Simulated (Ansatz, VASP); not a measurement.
## Sr3Zn2H in VASP and in Ansatz

```
Sr Zn H
1.0
     3.77618    0.00000    0.00000
     0.00000    3.77618    0.00000
     0.00000    0.00000    8.02977
Sr Zn H
3 2 1
Direct
  0.50000 0.00000 0.99985
  0.00000 0.50000 0.99985
  0.50000 0.50000 0.37714
  0.50000 0.50000 0.73655
  0.00000 0.00000 0.26487
  0.00000 0.00000 0.62175
```

Change from the starting cell: species swapped into the Zr2As3Se type (P4mm, No. 99).

Alike in both runs: task relaxation of cell and atoms; functional PBE; k mesh 4 × 4 × 2; occupations gaussian, width 0.1 eV; no spin polarisation.

|  | VASP | Ansatz |
| --- | --- | --- |
| version | VASP 6.6.1 | Ansatz 0.2.0 |
| potentials or method | VASP PAW PBE potentials, release 64 (Sr_sv, Zn, H), cutoff 600 eV | scalar-relativistic, plane waves, PAW |
| valence electrons in the cell | 55 | 55 |

VASP gave:

```
gap on the k mesh at the Fermi level, each at its own relaxed structure (eV) : none
relaxed volume (Å³/atom)                                                     : 36.70
relaxed length of the cell vector where the two differ most in proportion (Å)              : 6.549
```

Task: Estimate Ansatz's values.

Result: gap on the k mesh at the Fermi level, each at its own relaxed structure (eV): none; relaxed volume (Å³/atom): 37.65; relaxed length of the cell vector where the two differ most in proportion (Å): 8.778.

A gap of «none» marks a metal or a gap that the smearing closes. One of these differences is far larger than is usual between the two programs; its cause wasn't traced.

The k mesh is coarse, so the values compare programs but aren't converged. Noted on VASP's run: the volume moved by over 15 % at a fixed basis, so the end points are rough.
